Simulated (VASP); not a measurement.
A run of VASP 6.6.1 is set up as follows.

POSCAR

```
CdS
1.0
    0.0000000000      2.8569628861      2.8569628861
    2.8569628861      0.0000000000      2.8569628861
    2.8569628861      2.8569628861      0.0000000000
Cd S
1 1
Direct
    0.0000000000      0.0000000000      0.0000000000
    0.7500000000      0.7500000000      0.7500000000
```

The input INCAR.step1:

```
SYSTEM = CdS
  PREC = Accurate
  ENCUT = 600
  ISMEAR = -1
  SIGMA = 0.05
  LREAL = .FALSE.
  LASPH = .TRUE.
  NELM = 120
  NBANDS = 20
  GGA = PE
  ALGO = Normal
  EDIFF = 1E-5
  LWAVE = .TRUE.
  LCHARG = .FALSE.
  GGA_COMPAT = .FALSE.
```

The input INCAR.step2:

```
SYSTEM = CdS
  PREC = Accurate
  ENCUT = 600
  EDIFF = 1E-6
  ISMEAR = -1
  SIGMA = 0.05
  LREAL = .FALSE.
  LASPH = .TRUE.
  NELM = 120
  ALGO = Normal
  ISIF = 2
  LWAVE = .FALSE.
  LCHARG = .TRUE.
  METAGGA = R2SCAN
  LMIXTAU = .TRUE.
  LELF = .TRUE.
  LVHAR = .TRUE.
  NBANDS = 20
  ISTART = 1
  GGA_COMPAT = .FALSE.
```

KPOINTS

```
regular mesh
0
G
  8 8 8
  0 0 0
```

Potentials or basis: VASP PAW PBE potentials, release 64 (Cd_sv_GW, S).

Run with:

```console
$ cat potpaw_PBE.64/Cd_sv_GW/POTCAR potpaw_PBE.64/S/POTCAR > POTCAR
$ cp INCAR.step1 INCAR
$ mpirun -np 1 vasp_std > vasp.out
$ cp INCAR.step2 INCAR
$ mpirun -np 1 vasp_std > vasp.out
```

Problem. What does it give for the band gap on the k mesh?

Solution. 1.73 eV, direct.

Problem. What does it give for the pressure?

Solution. 5.7 GPa.

Caveat: the PAW data sets were made with another functional, which shifts forces and pressure a little. r2SCAN opens gaps a little over a GGA but as a rule still falls short of measured ones.
